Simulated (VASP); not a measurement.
Set up this calculation in VASP 6.6.1, as the native input.

```yaml
Task: single point
Functional: PBEsol
Potentials_or_basis: VASP PAW PBE potentials, release 64 (W_sv, Si)
Cutoff: 520 eV
k_mesh: 10 × 10 × 10
Occupations: fermi-dirac, width 0.05 eV
Spin: no spin polarisation
Dipole_correction: no
Further_INCAR_settings: ALGO = Normal; EDIFF = 1e-06; NBANDS = 18
```

The structure of Si2W lies in POSCAR:

```
Si2W
1.0
   -1.6069000000      1.6069000000      3.7583520000
    1.6069000000     -1.6069000000      3.7583520000
    1.6069000000      1.6069000000     -3.7583520000
W Si
1 2
Direct
    0.0000000000      0.0000000000      0.0000000000
    0.6653000000      0.6653000000      0.0000000000
    0.3347000000      0.3347000000      0.0000000000
```

One way to write it, as run:

INCAR

```
PREC = Accurate ; ENCUT = 520
EDIFF = 1E-6 ; ISMEAR = -1
SIGMA = 0.05 ; LREAL = F
LASPH = T ; NELM = 100
ALGO = Normal ; ISIF = 2
LWAVE = F ; LCHARG = F
GGA = PS ; NBANDS = 18
```

KPOINTS

```
Automatic mesh
0
Gamma
  10 10 10
```

Potentials or basis: VASP PAW PBE potentials, release 64 (W_sv, Si).

Run with:

```sh
$ cat potpaw_PBE.64/W_sv/POTCAR potpaw_PBE.64/Si/POTCAR > POTCAR
$ mpirun -np 1 vasp_std > vasp.out
```

Results of the run:

| Quantity | Value |
| --- | --- |
| Pressure | 10.0 GPa |
| Largest force | 0.076 eV/Å |
| Band gap on the k mesh | zero (band 11 reaches 12.98 eV, above the bottom of band 12 at 11.92 eV) |

Caveat: the PAW data sets were made with another functional, which shifts forces and pressure a little; spin-orbit coupling is left out, which moves the levels of the heavy elements.

Wall time 53 s on 1 thread of Intel(R) Xeon(R) Platinum 8488C (Sapphire Rapids) (shared host), peak memory 0.24 GiB.
